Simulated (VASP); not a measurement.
Wanted: the native input for a VASP 6.6.1 run.

- Task: single point
- Functional: r2SCAN
- Potentials or basis: VASP PAW PBE potentials, release 64 (Cd, S)
- Cutoff: 520 eV
- k mesh: 7 × 7 × 5
- Occupations: fermi-dirac, width 0.05 eV
- Spin: no spin polarisation
- Dipole correction: no
- Further INCAR settings: ALGO = Normal; EDIFF = 1e-06; NBANDS = 16

Crystal: CdS.

```
Cd S
1.0
     4.26117    0.00000    0.00000
    -2.13058    3.69028    0.00000
     0.00000    0.00000    5.80417
Cd S
1 1
Cartesian
  0.0000 0.0000 2.5695
  2.1306 1.2301 2.5208
```

One way to write it, as run:

POSCAR

```
CdS
1.0
    4.2611695877      0.0000000000      0.0000000000
   -2.1305847939      3.6902811128      0.0000000000
    0.0000000000      0.0000000000      5.8041729400
Cd S
1 1
Direct
    0.0000000000      0.0000000000      0.4426919200
    0.6666666667      0.3333333333      0.4343080800
```

INCAR.step1

```
SYSTEM = CdS
PREC = Accurate
ENCUT = 520
ISMEAR = -1
SIGMA = 0.05
LREAL = .False.
LASPH = .True.
NELM = 100
NBANDS = 16
GGA = PE
ALGO = Normal
EDIFF = 1E-4
LWAVE = .True.
LCHARG = .False.
```

INCAR.step2

```
SYSTEM = CdS
PREC = Accurate
ENCUT = 520
EDIFF = 1E-6
ISMEAR = -1
SIGMA = 0.05
LREAL = .False.
LASPH = .True.
NELM = 100
ALGO = Normal
ISIF = 2
LWAVE = .False.
LCHARG = .True.
METAGGA = R2SCAN
LMIXTAU = .True.
LELF = .True.
LVHAR = .True.
NBANDS = 16
ISTART = 1
```

KPOINTS

```
regular mesh
0
Gamma
  7 7 5
  0 0 0
```

Potentials or basis: VASP PAW PBE potentials, release 64 (Cd, S).

Run with:

```sh
$ cat potpaw_PBE.64/Cd/POTCAR potpaw_PBE.64/S/POTCAR > POTCAR
$ cp INCAR.step1 INCAR
$ mpirun -np 1 vasp_std > vasp.out
$ cp INCAR.step2 INCAR
$ mpirun -np 1 vasp_std > vasp.out
```

Results of the run:

```
Pressure               : -0.7 GPa
Largest force          : 0.013 eV/Å
Band gap on the k mesh : 1.90 eV
```

Caveat: the PAW data sets were made with another functional, which shifts forces and pressure a little.

Wall time 110 s on 1 thread of Intel(R) Xeon(R) Platinum 8488C (Sapphire Rapids) (shared host), peak memory 0.24 GiB.
